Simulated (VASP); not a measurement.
# Cd15PbS16 (a cell with a defect) in VASP: single point with PBE

Aim: the single point of Cd15PbS16 (a cell with a defect) with PBE.

Everything below comes from runs of VASP 6.6.1. Logs are shortened: lines on timing, memory, paths and dates and some standing lists are left out, and cuts for length are marked.

## Step 1: The cell of the first run

The cell holds a defect, 32 atoms: a = 8.300 Å, b = 8.300 Å, c = 13.474 Å, α = 90.00°, β = 90.00°, γ = 120.00°.

## Step 2: Single point, PBE

INCAR reads:

```
SYSTEM = Cd15PbS16
PREC = Accurate
ENCUT = 520
EDIFF = 1E-6
ISMEAR = -1
SIGMA = 0.01
LREAL = Auto
LASPH = .True.
NELM = 80
ALGO = Normal
ISIF = 2
LWAVE = .False.
LCHARG = .True.
GGA = PE
LVHAR = .True.
NBANDS = 167
KPAR = 4
```

KPOINTS reads:

```
regular mesh
0
Gamma
  3 3 2
  0 0 0
```

POSCAR reads:

```
Cd15PbS16
1.0
    8.3000000000      0.0000000000      0.0000000000
   -4.1500000000      7.1880108514      0.0000000000
    0.0000000000      0.0000000000     13.4740000000
Pb Cd S
1 15 16
Direct
    0.1666666667      0.3333333333      0.0127164276
    0.1666666667      0.3333333333      0.4905329085
    0.1702197898      0.8351098949     -0.0027430222
    0.1608881369      0.8304440684      0.5007981415
    0.6648901051      0.3297802102     -0.0027430222
    0.6695559316      0.3391118631      0.5007981415
    0.6648901051      0.8351098949     -0.0027430222
    0.6695559316      0.8304440684      0.5007981415
    0.3385457008      0.1614542992      0.2553613360
    0.3331721648      0.1668278352      0.7410659926
    0.3385457008      0.6770914016      0.2553613360
    0.3331721648      0.6663443296      0.7410659926
    0.8229085984      0.1614542992      0.2553613360
    0.8336556704      0.1668278352      0.7410659926
    0.8333333333      0.6666666667      0.2450721714
    0.8333333333      0.6666666667      0.7543827205
    0.1666666667      0.3333333333      0.2234487178
    0.1666666667      0.3333333333      0.6814644726
    0.1684634800      0.8342317400      0.1857808030
    0.1613806423      0.8306903212      0.6876369411
    0.6657682600      0.3315365200      0.1857808030
    0.6693096788      0.3386193577      0.6876369411
    0.6657682600      0.8342317400      0.1857808030
    0.6693096788      0.8306903212      0.6876369411
    0.3365175154      0.1634824846      0.4427508188
    0.3405668686      0.1594331314      0.9284317285
    0.3365175154      0.6730350309      0.4427508188
    0.3405668686      0.6811337371      0.9284317285
    0.8269649691      0.1634824846      0.4427508188
    0.8188662629      0.1594331314      0.9284317285
    0.8333333333      0.6666666667      0.4332344619
    0.8333333333      0.6666666667      0.9418999018
```

Potentials or basis: VASP PAW PBE potentials, release 64 (Pb_d, Cd, S).

Started as:

```bash
$ cat potpaw_PBE.64/Pb_d/POTCAR potpaw_PBE.64/Cd/POTCAR potpaw_PBE.64/S/POTCAR > POTCAR
$ mpirun -np 4 vasp_std > vasp.out
```

OUTCAR:

```text
SYSTEM = Cd15PbS16
   PREC = Accurate
   ENCUT = 520
   EDIFF = 1E-6
   ISMEAR = -1
   LREAL = Auto
   LASPH = .True.
   NELM = 80
   ISIF = 2
   GGA = PE

 ion  position               nearest neighbor table
   1  0.167  0.333  0.013-  28 2.75  26 2.75  30 2.75  17 2.84
   2  0.167  0.333  0.491-  25 2.53  27 2.53  29 2.53  18 2.57
   3  0.170  0.835  0.997-  26 2.51  28 2.51  32 2.53  19 2.54
   4  0.161  0.830  0.501-  20 2.52  27 2.52  25 2.52  31 2.52
   5  0.665  0.330  0.997-  26 2.51  30 2.51  32 2.53  21 2.54
   6  0.670  0.339  0.501-  22 2.52  29 2.52  25 2.52  31 2.52
[... 24 lines left out ...]
  31  0.833  0.667  0.433-   8 2.52   6 2.52   4 2.52  15 2.54
  32  0.833  0.667  0.942-  16 2.53   7 2.53   5 2.53   3 2.53

  LATTYP: Found a hexagonal cell.
 ALAT       =     8.3000000000
 C/A-ratio  =     1.6233734940

  Lattice vectors:

 A1 = (   8.3000000000,   0.0000000000,   0.0000000000)
 A2 = (  -4.1500000000,   7.1880108514,   0.0000000000)
 A3 = (   0.0000000000,   0.0000000000,  13.4740000000)

Analysis of symmetry for initial positions (statically):
=====================================================================
 Subroutine PRICEL returns:
 Original cell was already a primitive cell.

 Routine SETGRP: Setting up the symmetry group for a
 hexagonal supercell.

 Subroutine GETGRP returns: Found  6 space group operations
 (whereof  2 operations were pure point group operations)
 out of a pool of 24 trial point group operations.

The static configuration has the point symmetry C_1h.
 The point group associated with its full space group is C_3v.

Analysis of symmetry for dynamics (positions and initial velocities):
=====================================================================
 Subroutine PRICEL returns:
 Original cell was already a primitive cell.

 Routine SETGRP: Setting up the symmetry group for a
 hexagonal supercell.

 Subroutine GETGRP returns: Found  6 space group operations
 (whereof  2 operations were pure point group operations)
 out of a pool of 24 trial point group operations.

The dynamic configuration has the point symmetry C_1h.
 The point group associated with its full space group is C_3v.

 Subroutine INISYM returns: Found  6 space group operations
 (whereof  2 operations are pure point group operations),
 and found     1 'primitive' translations

----------------------------------------------------------------------------------------

                                     Primitive cell

  volume of cell :     803.8654

  direct lattice vectors                    reciprocal lattice vectors
     8.300000000  0.000000000  0.000000000     0.120481928  0.069560273  0.000000000
    -4.150000000  7.188010851  0.000000000     0.000000000  0.139120547  0.000000000
     0.000000000  0.000000000 13.474000000     0.000000000  0.000000000  0.074217011

  length of vectors
     8.300000000  8.300000000 13.474000000     0.139120547  0.139120547  0.074217011

  position of ions in fractional coordinates (direct lattice)
     0.166666667  0.333333333  0.012716428
     0.166666667  0.333333333  0.490532909
     0.170219790  0.835109895  0.997256978
     0.160888137  0.830444068  0.500798141
     0.664890105  0.329780210  0.997256978
     0.669555932  0.339111863  0.500798141
[... 24 lines left out ...]
     0.833333333  0.666666667  0.433234462
     0.833333333  0.666666667  0.941899902

  ion indices of the primitive-cell ions
   primitive index   ion index
                 1           1
                 2           2
                 3           3
                 4           4
                 5           5
                 6           6
[... 24 lines left out ...]
                31          31
                32          32

----------------------------------------------------------------------------------------

 KPOINTS: regular mesh

Automatic generation of k-mesh.
 Grid dimensions read from file:
 generate k-points for:    3    3    2

 Generating k-lattice:

  Cartesian coordinates                     Fractional coordinates (reciprocal lattice)
     0.040160643  0.023186758  0.000000000     0.333333333  0.000000000  0.000000000
     0.000000000  0.046373516  0.000000000     0.000000000  0.333333333  0.000000000
     0.000000000  0.000000000  0.037108505     0.000000000  0.000000000  0.500000000

  Length of vectors
     0.046373516  0.046373516  0.037108505

  Shift w.r.t. Gamma in fractional coordinates (k-lattice)
     0.000000000  0.000000000  0.000000000

 Subroutine IBZKPT returns following result:
 ===========================================

 Found      6 irreducible k-points:

 Following reciprocal coordinates:
            Coordinates               Weight
  0.000000  0.000000  0.000000      1.000000
  0.333333  0.000000  0.000000      6.000000
  0.333333  0.333333  0.000000      2.000000
  0.000000  0.000000  0.500000      1.000000
  0.333333  0.000000  0.500000      6.000000
  0.333333  0.333333  0.500000      2.000000
   k-points           NKPTS =      6   k-points in BZ     NKDIM =      6   number of bands    NBANDS=    167
   number of dos      NEDOS =    301   number of ions     NIONS =     32
   total plane-waves  NPLWV = 409600
   dimension x,y,z NGX =    64 NGY =   64 NGZ =  100
   dimension x,y,z NGXF=   128 NGYF=  128 NGZF=  200
   ions per type =               1  15  16
   NGX,Y,Z   is equivalent  to a cutoff of  12.82, 12.82, 12.34 a.u.
   NGXF,Y,Z  is equivalent  to a cutoff of  25.64, 25.64, 24.68 a.u.
 SYSTEM =  Cd15PbS16
   PREC   = accura    normal or accurate (medium, high low for compatibility)
   ISTART =      0    job   : 0-new  1-cont  2-samecut
   ICHARG =      2    charge: 1-file 2-atom 10-const
   ISPIN  =      1    spin polarized calculation?
   LNONCOLLINEAR =      F non collinear calculations
   LSORBIT =      F    spin-orbit coupling
   LASPH  =      T    aspherical Exc in radial PAW
   ENCUT  =  520.0 eV  38.22 Ry    6.18 a.u.  15.43 15.43 25.05*2*pi/ulx,y,z
   NELM   =     80;   NELMIN=  2; NELMDL= -5     # of ELM steps
   EDIFF  = 0.1E-05   stopping-criterion for ELM
   LREAL  =      T    real-space projection
   EDIFFG = 0.1E-04   stopping-criterion for IOM
   NSW    =      0    number of steps for IOM
   IBRION =     -1    ionic relax: 0-MD 1-quasi-New 2-CG
   NFREE  =      0    steps in history (QN), initial steepest desc. (CG)
   ISIF   =      2    stress and relaxation
   ISYM   =      2    0-nonsym 1-usesym 2-fastsym
   POTIM  = 0.5000    time-step for ionic-motion
   TEBEG  =    0.0;   TEEND  =   0.0 temperature during run
   PSTRESS=    0.0 pullay stress
   NELECT =     290.0000    total number of electrons
   NUPDOWN=      -1.0000    fix difference up-down
   EMIN   =  10.00;   EMAX   =-10.00  energy-range for DOS
   EFERMI =   0.00;   METHOD = LEGACY
   ISMEAR =    -1;   SIGMA  =   0.01  broadening in eV -4-tet -1-fermi 0-gaus
   EFERMI_NEDOS =   21; number of points for ismear=-14 and -15
   IALGO  =     38    algorithm
   IMIX   =      4    mixing-type and parameters
     AMIX     =   0.40;   BMIX     =  1.00
     AMIX_MAG =   1.60;   BMIX_MAG =  1.00
  volume/ion in A,a.u.               =      25.12       169.52
  Fermi-wavevector in a.u.,A,eV,Ry     =   1.165413  2.202310 18.479250  1.358187
  Thomas-Fermi vector in A             =   2.301939
   LORBIT       =      0    0 simple, 1 ext, 2 COOP (PROOUT), +10 PAW based schemes
   GGA     = PE    functional components
   LHFCALC =     F    Hartree Fock is set to
   AEXX    =    0.0000 exact exchange contribution
   IVDW    =     0    specifies the selected vdW correction
   LEPSILON=     F    determine dielectric tensor
   LRPA    =     F    only Hartree local field effects (RPA)
 non-spin polarized calculation
  energy-cutoff  :      520.00
  volume of cell :      803.87
 maximum number of plane-waves:     21722
 NGX is ok and might be reduce to    64
   NGX = 31   NGY = 31   NGZ = 51

 number of electron     290.0000002 magnetization

 Free energy of the ion-electron system (eV)
  ---------------------------------------------------
  ext. energy  EPLUGINS =         0.00000000
  ---------------------------------------------------
  free energy    TOTEN  =       -99.81857458 eV

  energy without entropy =      -99.81857458  energy(sigma->0) =      -99.81857458

 E-fermi :   2.4227     XC(G=0):  -9.1180

 val. band max:        2.1593820360   @ k =   0.3333   0.3333   0.0000
 cond. band min:       2.9280251553   @ k =   0.0000   0.0000   0.0000
 fundamental gap:      0.7686431193
 Fermi energy:         2.4227196483

 k-point     1 :       0.0000    0.0000    0.0000
  band No.  band energies     occupation
      1     -14.2771      2.00000
      2     -14.2771      2.00000
      3     -14.2274      2.00000
      4     -14.2028      2.00000
      5     -14.2028      2.00000
      6     -10.9028      2.00000
[... 149 lines left out ...]
    156       5.2223      0.00000
    157       5.2223      0.00000

 k-point     2 :       0.3333    0.0000    0.0000
  band No.  band energies     occupation
      1     -14.2772      2.00000
      2     -14.2769      2.00000
      3     -14.2272      2.00000
      4     -14.2028      2.00000
      5     -14.2027      2.00000
      6     -10.8018      2.00000
[... 149 lines left out ...]
    156       5.4976      0.00000
    157       5.6729      0.00000

 k-point     3 :       0.3333    0.3333    0.0000
  band No.  band energies     occupation
      1     -14.2774      2.00000
      2     -14.2767      2.00000
      3     -14.2272      2.00000
      4     -14.2028      2.00000
      5     -14.2027      2.00000
      6     -10.6641      2.00000
[... 149 lines left out ...]
    156       5.7309      0.00000
    157       5.7531      0.00000

 k-point     4 :       0.0000    0.0000    0.5000
  band No.  band energies     occupation
      1     -14.2771      2.00000
      2     -14.2771      2.00000
      3     -14.2274      2.00000
      4     -14.2028      2.00000
      5     -14.2028      2.00000
      6     -10.8476      2.00000
[... 149 lines left out ...]
    156       5.2655      0.00000
    157       5.2655      0.00000

 k-point     5 :       0.3333    0.0000    0.5000
  band No.  band energies     occupation
      1     -14.2772      2.00000
      2     -14.2768      2.00000
      3     -14.2272      2.00000
      4     -14.2028      2.00000
      5     -14.2027      2.00000
      6     -10.7514      2.00000
[... 149 lines left out ...]
    156       5.5320      0.00000
    157       5.7579      0.00000

 k-point     6 :       0.3333    0.3333    0.5000
  band No.  band energies     occupation
      1     -14.2774      2.00000
      2     -14.2767      2.00000
      3     -14.2272      2.00000
      4     -14.2028      2.00000
      5     -14.2027      2.00000
      6     -10.6304      2.00000
[... 149 lines left out ...]
    156       5.9395      0.00000
    157       6.0047      0.00000
 [bands above 157 left out]

------------------------ aborting loop because EDIFF is reached ----------------------------------------

  FORCE on cell =-STRESS in cart. coord.  units (eV):
  Direction    XX          YY          ZZ          XY          YZ          ZX
  --------------------------------------------------------------------------------------
  -------------------------------------------------------------------------------------
  Total       17.3933325     17.3933325     19.3681606     -0.0000000      0.0000000      0.0000000
  in kB       34.6665020     34.6665020     38.6025151     -0.0000000      0.0000000      0.0000000
  external PRESSURE =      35.9785063 kB  Pullay stress =       0.0000000 kB

 VOLUME and BASIS-vectors are now :
 -----------------------------------------------------------------------------
  energy-cutoff  :      520.00
  volume of cell :      803.87
      direct lattice vectors                 reciprocal lattice vectors
     8.300000000  0.000000000  0.000000000     0.120481928  0.069560273  0.000000000
    -4.150000000  7.188010851  0.000000000     0.000000000  0.139120547  0.000000000
     0.000000000  0.000000000 13.474000000     0.000000000  0.000000000  0.074217011

 POSITION                                       TOTAL-FORCE (eV/Angst)
 -----------------------------------------------------------------------------------
      0.00000      2.39600      0.17134        -0.000000     -0.000000      0.008066
      0.00000      2.39600      6.60944        -0.000000     -0.000000      0.000247
     -2.05288      6.00278     13.43704        -0.002683     -0.001549      0.002262
     -2.11097      5.96924      6.74775        -0.000321     -0.000185      0.000780
      4.15000      2.37046     13.43704        -0.000000      0.003098      0.002262
      4.15000      2.43754      6.74775        -0.000000      0.000370      0.000780
[... 24 lines left out ...]
      4.15000      4.79201      5.83740        -0.000000     -0.000000     -0.003664
      4.15000      4.79201     12.69116        -0.000000     -0.000000      0.007301
 -----------------------------------------------------------------------------------
    total drift:                                0.000003     -0.000002     -0.003919

  FREE ENERGIE OF THE ION-ELECTRON SYSTEM (eV)
  ---------------------------------------------------
  free  energy   TOTEN  =       -99.8185745826 eV

  energy  without entropy=      -99.8185745826  energy(sigma->0) =      -99.81857458
```

It took 7.2 min on 4 MPI ranks of Intel Xeon Platinum 8488C (Sapphire Rapids), shared host; peak memory 1.1 GiB.

What came out:

```yaml
Free_energy: -99.8186 eV
Pressure: 3.6 GPa
Largest_force: 0.031 eV/Å
Band_gap_on_the_k_mesh: 0.77 eV
```

Forces on the atoms (eV/Å):
```
Pb   0.000  0.000  0.008
Cd   0.000  0.000  0.000
Cd  -0.003 -0.002  0.002
Cd   0.000  0.000  0.001
Cd   0.000  0.003  0.002
Cd   0.000  0.000  0.001
Cd   0.003 -0.002  0.002
Cd   0.000  0.000  0.001
Cd   0.005 -0.003 -0.006
Cd  -0.002  0.001 -0.004
Cd   0.000  0.006 -0.006
Cd   0.000 -0.003 -0.004
Cd  -0.005 -0.003 -0.006
Cd   0.002  0.001 -0.004
Cd   0.000  0.000  0.000
Cd   0.000  0.000  0.000
S    0.000  0.000 -0.027
S    0.000  0.000 -0.001
S   -0.001 -0.001 -0.003
S   -0.003 -0.001  0.002
S    0.000  0.001 -0.003
S    0.000  0.003  0.002
S    0.001 -0.001 -0.003
S    0.003 -0.001  0.002
S    0.000  0.000  0.004
S   -0.026  0.015  0.009
S    0.000  0.000  0.004
S    0.000 -0.030  0.009
S    0.000  0.000  0.004
S    0.026  0.015  0.009
S    0.000  0.000 -0.004
S    0.000  0.000  0.007
```

Caveat: spin-orbit coupling is left out, which moves the levels of the heavy elements.
